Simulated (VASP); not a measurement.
Runs of VASP 6.6.1 on InSb. The structure is that of space group F-43m (No. 216), or close to it. The cells are those of the table. 

```csv
cell,smearing,gap on the mesh (eV),pressure (GPa)
"a = 4.612, b = 4.612, c = 4.573 Å, angles 60.3, 60.3, 59.5°, 2 atoms",gaussian 0.01 eV,none,0.3
"a = 4.612, b = 4.612, c = 4.573 Å, angles 60.3, 60.3, 59.5°, 2 atoms",gaussian 0.1 eV,none,0.3
"a = 4.607, b = 4.607, c = 4.573 Å, angles 60.2, 60.2, 59.5°, 2 atoms",gaussian 0.1 eV,none,(a)
"a = 4.603, b = 4.603, c = 4.573 Å, angles 60.2, 60.2, 59.6°, 2 atoms",gaussian 0.1 eV,none,0.5
```

Alike in all rows: task single point; level PBEsol; potentials or basis VASP PAW PBE potentials, release 64 (In_d, Sb); no spin polarisation; k mesh 10 × 10 × 10; cutoff (eV) 500.

**Question.** Fill in the values left out.

**Answer.** (a) 0.4.

Caveats: semilocal functionals underestimate gaps, so a narrow gap can read as zero; the PAW data sets were made with another functional, which shifts forces and pressure a little; spin-orbit coupling is left out, which moves the levels of the heavy elements.

A k mesh can miss the band edges, and the runs leave out spin-orbit coupling on In, Sb.

A gap of «none» marks levels without a gap at the run's occupations.
